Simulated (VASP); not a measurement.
Here is a VASP 6.6.1 calculation.

File POSCAR:

```
Al3Cu
1.0
    2.7784054294      0.0000000000      0.0000000000
    0.0000000000      2.7784054294      0.0000000000
    0.0000000000      0.0000000000      7.5134034100
Al Cu
3 1
Direct
    0.0000000000      0.0000000000      0.5000000000
    0.5000000000      0.5000000000      0.2261155100
    0.5000000000      0.5000000000      0.7738844900
    0.0000000000      0.0000000000      0.0000000000
```

File INCAR.step1:

```
SYSTEM = Al3Cu
PREC     = Accurate       ! precision mode
ENCUT    = 600            ! plane-wave cutoff, eV
ISMEAR   = 0              ! smearing method
SIGMA    = 0.1            ! smearing width, eV
LREAL    = .FALSE.        ! projectors in reciprocal space
LASPH    = .TRUE.         ! aspherical terms in the spheres
NELM     = 100            ! most SCF steps
GGA      = PE             ! functional
ALGO     = Normal         ! electronic algorithm
EDIFF    = 1E-4           ! SCF threshold, eV
LWAVE    = .TRUE.         ! write WAVECAR
LCHARG   = .FALSE.        ! write CHGCAR
```

Contents of INCAR.step2:

```
SYSTEM = Al3Cu
PREC     = Accurate       ! precision mode
ENCUT    = 600            ! plane-wave cutoff, eV
EDIFF    = 1E-6           ! SCF threshold, eV
ISMEAR   = 0              ! smearing method
SIGMA    = 0.1            ! smearing width, eV
LREAL    = .FALSE.        ! projectors in reciprocal space
LASPH    = .TRUE.         ! aspherical terms in the spheres
NELM     = 100            ! most SCF steps
ALGO     = Normal         ! electronic algorithm
ISIF     = 3              ! what is computed and relaxed
LWAVE    = .FALSE.        ! write WAVECAR
LCHARG   = .FALSE.        ! write CHGCAR
METAGGA  = R2SCAN         ! meta-GGA
LMIXTAU  = .TRUE.       
IBRION   = 2              ! ionic algorithm
NSW      = 80             ! ionic steps
EDIFFG   = -0.01          ! ionic threshold
ISTART   = 1
```

The input KPOINTS:

```
regular mesh
0
G
  4 4 2
  0 0 0
```

Potentials or basis: VASP PAW PBE potentials, release 64 (Al, Cu).

Run with:

```console
$ cat potpaw_PBE.64/Al/POTCAR potpaw_PBE.64/Cu/POTCAR > POTCAR
$ cp INCAR.step1 INCAR
$ mpirun -np 1 vasp_std > vasp.out
$ cp INCAR.step2 INCAR
$ mpirun -np 1 vasp_std > vasp.out
```

Question: Estimate the relaxed cell.

Answer: a = 2.952 Å, b = 2.952 Å, c = 6.629 Å, α = 90.00°, β = 90.00°, γ = 90.00°.

Question: Estimate the band gap on the k mesh.

Answer: Zero (bands 10 and 11 overlap by 7.29 eV).

Question: What does it give for the space group after relaxing (to 0.1 Å)?

Answer: P4/mmm (No. 123).

Question: Estimate the relaxed volume.

Answer: 14.44 Å³/atom.

Final structure:
```
Al Cu
1.0
     2.95168    0.00000    0.00000
     0.00000    2.95168    0.00000
     0.00000    0.00000    6.62891
Al Cu
3 1
Direct
  0.00000 0.00000 0.50000
  0.50000 0.50000 0.22543
  0.50000 0.50000 0.77457
  0.00000 0.00000 0.00000
```

Caveat: the k points lie up to 0.53 Å⁻¹ apart in the final cell, too coarse for converged energies and pressures of a metal; the PAW data sets were made with another functional, which shifts forces and pressure a little.
